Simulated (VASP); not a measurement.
# F2 in VASP: further runs

F2 is run at these levels: RPBE; tasks: single point, relaxation of the atoms.

Everything below comes from runs of VASP 6.6.1. Logs are shortened: lines on timing, memory, paths and dates and some standing lists are left out, and cuts for length are marked.

## 1. The cell of the first run

The cell holds a molecule in a box, 2 atoms: a = 12.000 Å, b = 12.300 Å, c = 12.600 Å, α = 90.00°, β = 90.00°, γ = 90.00°.

## 2. Single point, RPBE

Input file INCAR:

```
  PREC = Accurate
  ENCUT = 520
  EDIFF = 1E-7
  ISMEAR = -1
  SIGMA = 0.01
  LREAL = False
  LASPH = True
  NELM = 80
  ALGO = Normal
  ISIF = 2
  LWAVE = False
  LCHARG = False
  GGA = RP
  NBANDS = 14
```

Input file KPOINTS:

```
Automatic mesh
0
Gamma
  1 1 1
```

Input file POSCAR:

```
F
1.0
   12.0000000000      0.0000000000      0.0000000000
    0.0000000000     12.3000000000      0.0000000000
    0.0000000000      0.0000000000     12.6000000000
F
2
Direct
    0.5000000000      0.5000000000      0.4434948435
    0.5000000000      0.5000000000      0.5565051565
```

Potentials or basis: VASP PAW PBE potentials, release 64 (F).

Run with:

```
$ cat potpaw_PBE.64/F/POTCAR > POTCAR
$ mpirun -np 1 vasp_gam > vasp.out
```

OUTCAR:

```text
PREC = Accurate
   ENCUT = 520
   EDIFF = 1E-7
   ISMEAR = -1
   LREAL = False
   LASPH = True
   NELM = 80
   ISIF = 2
   GGA = RP

 ion  position               nearest neighbor table
   1  0.500  0.500  0.443-   2 1.42
   2  0.500  0.500  0.557-   1 1.42

  LATTYP: Found a simple orthorhombic cell.
 ALAT       =    12.0000000000
 B/A-ratio  =     1.0250000000
 C/A-ratio  =     1.0500000000

  Lattice vectors:

 A1 = (  12.0000000000,   0.0000000000,   0.0000000000)
 A2 = (   0.0000000000,  12.3000000000,   0.0000000000)
 A3 = (   0.0000000000,   0.0000000000,  12.6000000000)

Analysis of symmetry for initial positions (statically):
=====================================================================
 Subroutine PRICEL returns:
 Original cell was already a primitive cell.

 Routine SETGRP: Setting up the symmetry group for a
 simple orthorhombic supercell.

 Subroutine GETGRP returns: Found  8 space group operations
 (whereof  8 operations were pure point group operations)
 out of a pool of  8 trial point group operations.

The static configuration has the point symmetry D_2h.

Analysis of symmetry for dynamics (positions and initial velocities):
=====================================================================
 Subroutine PRICEL returns:
 Original cell was already a primitive cell.

 Routine SETGRP: Setting up the symmetry group for a
 simple orthorhombic supercell.

 Subroutine GETGRP returns: Found  8 space group operations
 (whereof  8 operations were pure point group operations)
 out of a pool of  8 trial point group operations.

The dynamic configuration has the point symmetry D_2h.

 Subroutine INISYM returns: Found  8 space group operations
 (whereof  8 operations are pure point group operations),
 and found     1 'primitive' translations

----------------------------------------------------------------------------------------

                                     Primitive cell

  volume of cell :    1859.7600

  direct lattice vectors                    reciprocal lattice vectors
    12.000000000  0.000000000  0.000000000     0.083333333  0.000000000  0.000000000
     0.000000000 12.300000000  0.000000000     0.000000000  0.081300813  0.000000000
     0.000000000  0.000000000 12.600000000     0.000000000  0.000000000  0.079365079

  length of vectors
[... 57 lines left out ...]
   NELM   =     80;   NELMIN=  2; NELMDL= -5     # of ELM steps
   EDIFF  = 0.1E-06   stopping-criterion for ELM
   LREAL  =      F    real-space projection
   EDIFFG = 0.1E-05   stopping-criterion for IOM
   NSW    =      0    number of steps for IOM
   IBRION =     -1    ionic relax: 0-MD 1-quasi-New 2-CG
   NFREE  =      0    steps in history (QN), initial steepest desc. (CG)
   ISIF   =      2    stress and relaxation
   ISYM   =      2    0-nonsym 1-usesym 2-fastsym
   POTIM  = 0.5000    time-step for ionic-motion
   TEBEG  =    0.0;   TEEND  =   0.0 temperature during run
   PSTRESS=    0.0 pullay stress
   NELECT =      14.0000    total number of electrons
   NUPDOWN=      -1.0000    fix difference up-down
   EMIN   =  10.00;   EMAX   =-10.00  energy-range for DOS
   EFERMI =   0.00;   METHOD = LEGACY
   ISMEAR =    -1;   SIGMA  =   0.01  broadening in eV -4-tet -1-fermi 0-gaus
   EFERMI_NEDOS =   21; number of points for ismear=-14 and -15
   IALGO  =     38    algorithm
   IMIX   =      4    mixing-type and parameters
     AMIX     =   0.40;   BMIX     =  1.00
     AMIX_MAG =   1.60;   BMIX_MAG =  1.00
  volume/ion in A,a.u.               =     929.88      6275.14
  Fermi-wavevector in a.u.,A,eV,Ry     =   0.320847  0.606314  1.400625  0.102943
  Thomas-Fermi vector in A             =   1.207823
   LORBIT       =      0    0 simple, 1 ext, 2 COOP (PROOUT), +10 PAW based schemes
   GGA     = RP    functional components
   LHFCALC =     F    Hartree Fock is set to
   AEXX    =    0.0000 exact exchange contribution
   IVDW    =     0    specifies the selected vdW correction
   LEPSILON=     F    determine dielectric tensor
   LRPA    =     F    only Hartree local field effects (RPA)
 non-spin polarized calculation
  energy-cutoff  :      520.00
  volume of cell :     1859.76
 maximum number of plane-waves:     25042
 NGX is ok and might be reduce to    90
   NGX = 45   NGY = 45   NGZ = 47

 number of electron      13.9999994 magnetization

 Free energy of the ion-electron system (eV)
  ---------------------------------------------------
  ext. energy  EPLUGINS =         0.00000000
  ---------------------------------------------------
  free energy    TOTEN  =        -3.39766433 eV

  energy without entropy =       -3.39766433  energy(sigma->0) =       -3.39766433

 E-fermi :  -9.0327     XC(G=0):  -0.3076

 val. band max:       -9.3621631990   @ k =   0.0000   0.0000   0.0000
 cond. band min:      -5.8752763347   @ k =   0.0000   0.0000   0.0000
 fundamental gap:      3.4868868643
 Fermi energy:        -9.0326563860

 k-point     1 :       0.0000    0.0000    0.0000
  band No.  band energies     occupation
      1     -33.8588      2.00000
      2     -27.7714      2.00000
      3     -15.1945      2.00000
      4     -12.6278      2.00000
      5     -12.6278      2.00000
      6      -9.3622      2.00000
      7      -9.3622      2.00000
      8      -5.8753      0.00000
      9      -0.2997      0.00000
     10       0.5631      0.00000
     11       0.7313      0.00000
     12       0.8101      0.00000
     13       0.8496      0.00000
     14       0.9544      0.00000

------------------------ aborting loop because EDIFF is reached ----------------------------------------

  FORCE on cell =-STRESS in cart. coord.  units (eV):
  Direction    XX          YY          ZZ          XY          YZ          ZX
  --------------------------------------------------------------------------------------
  -------------------------------------------------------------------------------------
  Total       -0.1077608     -0.1087993      0.3875487      0.0000000      0.0000000      0.0000000
  in kB       -0.0928356     -0.0937302      0.3338720      0.0000000      0.0000000      0.0000000
  external PRESSURE =       0.0491021 kB  Pullay stress =       0.0000000 kB

 VOLUME and BASIS-vectors are now :
 -----------------------------------------------------------------------------
  energy-cutoff  :      520.00
  volume of cell :     1859.76
      direct lattice vectors                 reciprocal lattice vectors
    12.000000000  0.000000000  0.000000000     0.083333333  0.000000000  0.000000000
     0.000000000 12.300000000  0.000000000     0.000000000  0.081300813  0.000000000
     0.000000000  0.000000000 12.600000000     0.000000000  0.000000000  0.079365079

 POSITION                                       TOTAL-FORCE (eV/Angst)
 -----------------------------------------------------------------------------------
      6.00000      6.15000      5.58804         0.000000      0.000000     -0.335161
      6.00000      6.15000      7.01196         0.000000      0.000000      0.335161
 -----------------------------------------------------------------------------------
    total drift:                                0.000000      0.000000      0.000000

  FREE ENERGIE OF THE ION-ELECTRON SYSTEM (eV)
  ---------------------------------------------------
  free  energy   TOTEN  =        -3.3976643276 eV

  energy  without entropy=       -3.3976643276  energy(sigma->0) =       -3.39766433
```

Wall time 2.8 min (1 thread of Intel Xeon 8259CL, shared host); peak memory 1.3 GiB.

Results:

```
Free energy                     : -3.3977 eV
Largest force                   : 0.335 eV/Å
Gap between the frontier levels : 3.49 eV
```

Forces on the atoms (eV/Å):
```
F    0.000  0.000 -0.335
F    0.000  0.000  0.335
```

Caveat: the PAW data sets were made with another functional, which shifts forces and pressure a little.

## 3. Relaxation of the atoms, RPBE

Input file INCAR:

```
  ALGO = Normal
  EDIFF = 1E-6
  EDIFFG = -0.01
  ENCUT = 520
  GGA = RP
  IBRION = 2
  ISIF = 2
  ISMEAR = -1
  LASPH = T
  LCHARG = F
  LREAL = F
  LWAVE = F
  NELM = 100
  NSW = 80
  PREC = Accurate
  SIGMA = 0.01
```

Input file KPOINTS:

```
k-points
0
Gamma
  1 1 1
```

Input file POSCAR:

```
F
1.0
   12.0000000000      0.0000000000      0.0000000000
    0.0000000000     12.3000000000      0.0000000000
    0.0000000000      0.0000000000     12.6000000000
F
2
Direct
    0.5000000000      0.5000000000      0.4436507937
    0.5000000000      0.5000000000      0.5563492063
```

Potentials or basis: VASP PAW PBE potentials, release 64 (F).

Run with:

```
$ cat potpaw_PBE.64/F/POTCAR > POTCAR
$ mpirun -np 1 vasp_gam > vasp.out
```

Run time: 6.9 min. Hardware: 1 thread of Intel Xeon 8259CL, shared host; peak memory 1.5 GiB.

The run converged. Its results:

```yaml
Free_energy: -3.3993 eV
Energy_gained_by_relaxing: 1.6 meV/atom
Ionic_steps: 3
Gap_between_the_frontier_levels: 3.37 eV
```

The path:
| step | energy change (eV) | largest force (eV/Å) | pressure (GPa) |
| --- | --- | --- | --- |
| 1 | 0.0000 | 0.4749 | 0.01 |
| 2 | 0.0127 | 0.9616 | -0.05 |
| 3 | -0.0032 | 0.0008 | -0.01 |

Final structure:
```cif
data_structure
_symmetry_space_group_name_H-M 'P 1'
_symmetry_Int_Tables_number 1
_cell_length_a 12.0000
_cell_length_b 12.3000
_cell_length_c 12.6000
_cell_angle_alpha 90.000
_cell_angle_beta 90.000
_cell_angle_gamma 90.000
_cell_volume 1859.76
loop_
_atom_site_label
_atom_site_type_symbol
_atom_site_fract_x
_atom_site_fract_y
_atom_site_fract_z
_atom_site_occupancy
F1 F 0.50000 0.50000 0.44310 1
F2 F 0.50000 0.50000 0.55690 1
```

Levels at points of the mesh, in eV from the valence-band top:
```csv
k point,band 5,band 6,band 7,band 8,band 9,band 10
"(0.00, 0.00, 0.00)",-3.18,0.00,0.00,3.37,9.10,9.96
```

Caveat: the PAW data sets were made with another functional, which shifts forces and pressure a little.
